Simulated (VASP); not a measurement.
Here is a VASP 6.6.1 calculation.

INCAR

```
SYSTEM = MgO
PREC = Accurate
ENCUT = 520
EDIFF = 1E-7
ISMEAR = 0
SIGMA = 0.05
LREAL = .False.
LASPH = .True.
NELM = 60
ALGO = Normal
ISIF = 2
LWAVE = .False.
LCHARG = .False.
GGA = PS
NBANDS = 16
```

KPOINTS

```
regular mesh
0
Gamma
  9 9 6
  0 0 0
```

Contents of POSCAR:

```
MgO
1.0
    3.2605657016      0.0000000000      0.0000000000
   -1.6302828508      2.8237327283      0.0000000000
    0.0000000000      0.0000000000      5.1523459217
Mg O
2 2
Direct
    0.3333333333      0.6666666667     -0.0317643073
    0.6666666667      0.3333333333      0.4682356927
    0.3333333333      0.6666666667      0.4009416620
    0.6666666667      0.3333333333      0.9009416620
```

Potentials or basis: VASP PAW PBE potentials, release 64 (Mg, O).

Launch:

```console
$ cat potpaw_PBE.64/Mg/POTCAR potpaw_PBE.64/O/POTCAR > POTCAR
$ mpirun -np 1 vasp_std > vasp.out
```

Problem. What does it give for the pressure?

Solution. 2.4 GPa.

Problem. What does it give for the largest force?

Solution. 0.780 eV/Å.

Forces in eV/Å, atoms in the order of the input:
```
Mg   0.000  0.000  0.780
Mg   0.000  0.000  0.780
O    0.000  0.000 -0.780
O    0.000  0.000 -0.780
```

Caveat: the PAW data sets were made with another functional, which shifts forces and pressure a little.
